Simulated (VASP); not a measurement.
V: single point with PBE

The system is V.

```
V
1.0
     2.00153    0.00000    0.00000
    -1.00077    1.73338    0.00000
     0.00000    0.00000    3.59722
V
2
Direct
  0.33333 0.66667 0.25000
  0.66667 0.33333 0.75000
```

| Property | Result |
| --- | --- |
| Program | VASP 6.6.1 |
| Task | single point |
| Functional | PBE |
| Potentials or basis | VASP PAW PBE potentials, release 64 (V_sv) |
| Cutoff | 520 eV |
| k mesh | 18 × 18 × 10 |
| Occupations | fermi-dirac, width 0.1 eV |
| Spin | no spin polarisation |
| Dipole correction | no |
| Further INCAR settings | ALGO = Normal; EDIFF = 1e-06; NBANDS = 20 |

The pressure is 574.5 GPa. The band gap on the k mesh is zero (band 13 reaches 26.80 eV, above the bottom of band 14 at 22.30 eV).

Stress tensor (GPa, compression positive):
```
579.84   0.00   0.00
  0.00 579.84   0.00
  0.00   0.00 563.93
```

Levels at points of the mesh, in eV from the Fermi level:
```csv
k point,band 9,band 10,band 11,band 12,band 13,band 14,band 15,band 16,band 17,band 18
"(0.00, 0.00, 0.00)",-5.91,-5.78,-2.67,-0.82,-0.82,0.20,0.20,3.19,3.19,5.44
"(0.50, 0.00, 0.00)",-8.55,-8.20,-5.80,-1.41,-0.46,0.70,2.56,6.92,8.34,8.72
"(0.00, 0.00, 0.50)",-4.46,-4.46,-0.73,-0.73,-0.73,-0.73,-0.62,-0.62,5.39,5.39
"(0.50, 0.00, 0.50)",-8.18,-8.18,-6.19,-6.19,2.71,2.71,5.29,5.29,8.54,8.54
```

Wall time 16 s on 1 thread of Intel(R) Xeon(R) 6975P-C (Granite Rapids) (shared host), peak memory 0.15 GiB.
